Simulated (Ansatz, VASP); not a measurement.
**ScTa3F in VASP and in Ansatz**

```
CELL_PARAMETERS angstrom
3.32859 0.00000 0.00000
0.00000 3.32859 0.00000
0.00000 0.00000 7.59992
ATOMIC_POSITIONS crystal
Sc 0.00000 0.00000 0.50000
Ta 0.50000 0.50000 0.19798
Ta 0.50000 0.50000 0.80202
Ta 0.00000 0.00000 0.00000
F 0.50000 0.50000 0.50000
```

Alike in both runs: functional PBE; k mesh 6 × 6 × 2; occupations gaussian, width 0.1 eV; no spin polarisation.

Ansatz relaxed the structure, and its values are those at the end. VASP's run is a single point on that final structure, the one shown.

```csv
,VASP,Ansatz
version,VASP 6.6.1,Ansatz 0.2.0
potentials or method,"VASP PAW PBE potentials, release 64 (Sc_sv, Ta_pv, F), cutoff 520 eV","scalar-relativistic, plane waves, PAW"
valence electrons in the cell,51,57
```

|  | VASP | Ansatz | Ansatz less VASP |
| --- | --- | --- | --- |
| gap on the k mesh at the Fermi level (eV) | none | none | - |
| pressure (GPa) | 0.1 | 0.0 | -0.11 |
| rms of the force components (eV/Å) | 0.007 | 0.000 | -0.0069 |

A gap of «none» marks a metal or a gap that the smearing closes. With one functional, cell and mesh, what is left measures potentials, basis and numerics. VASP's potentials hold 51 valence electrons a cell and Ansatz's 57, so a difference there can come from the potentials and not from the codes.

The k mesh is coarse, so the values compare programs but aren't converged. Spin-orbit coupling is off throughout.
